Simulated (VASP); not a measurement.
Zn, 2 atoms in the cell. The structure is hexagonal, space group P6_3/mmc (No. 194). Conventional cell: a = 2.670 Å, b = 2.670 Å, c = 4.966 Å, α = 90.00°, β = 90.00°, γ = 120.00°. Within 3.5 Å of Zn (site symmetry -6m2) lie 12 Zn at 2.67 to 2.92 Å. 

* Program: VASP 6.6.1
* Task: relaxation of cell and atoms
* Functional: PBEsol
* Potentials or basis: VASP PAW PBE potentials, release 64 (Zn)
* Cutoff: 500 eV
* k mesh: 9 × 9 × 4
* Occupations: fermi-dirac, width 0.05 eV
* Spin: no spin polarisation
* Dipole correction: no
* Further INCAR settings: ALGO = Normal; EDIFF = 1e-07; IBRION = 2; EDIFFG = -0.02; NSW = 80; ISIF = 3

Potentials or basis: VASP PAW PBE potentials, release 64 (Zn).

Command:

```sh
$ cat potpaw_PBE.64/Zn/POTCAR > POTCAR
$ mpirun -np 1 vasp_std > vasp.out
```

Hardware: 1 thread of Intel(R) Xeon(R) Platinum 8488C (Sapphire Rapids), on a shared host.

Problem. Estimate the wall time of this run.

Solution. Run time: 96 s on 1 thread of Intel(R) Xeon(R) Platinum 8488C (Sapphire Rapids), with other jobs on the host, peak memory 0.14 GiB. Counts: scf iterations 95, k points 36, ion steps 12.
